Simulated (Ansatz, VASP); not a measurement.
GaSb in VASP and in Ansatz

```
Sb Ga
1.0
     0.00000    3.05900    3.05900
     3.05900    0.00000    3.05900
     3.05900    3.05900    0.00000
Sb Ga
1 1
Direct
  0.75000 0.75000 0.75000
  0.00000 0.00000 0.00000
```

Alike in both runs: task single point; functional PBE; k mesh 8 × 8 × 8; occupations gaussian, width 0.015 eV; no spin polarisation.

|  | VASP | Ansatz |
| --- | --- | --- |
| version | VASP 6.6.1 | Ansatz 0.2.0 |
| potentials or method | VASP PAW PBE potentials, release 64 (Sb, Ga_d), cutoff 520 eV | all-electron LAPW, scalar-relativistic |

```tsv
	VASP	Ansatz	Ansatz less VASP
gap on the k mesh at the Fermi level (eV)	0.04	0.04	+0.003
least direct gap on the mesh (eV)	0.04	0.04	+0.003
pressure (GPa)	2.4	2.3	-0.08
```

Ansatz ran all-electron here, and VASP with PAW potentials.

Neither program's run includes spin-orbit coupling.
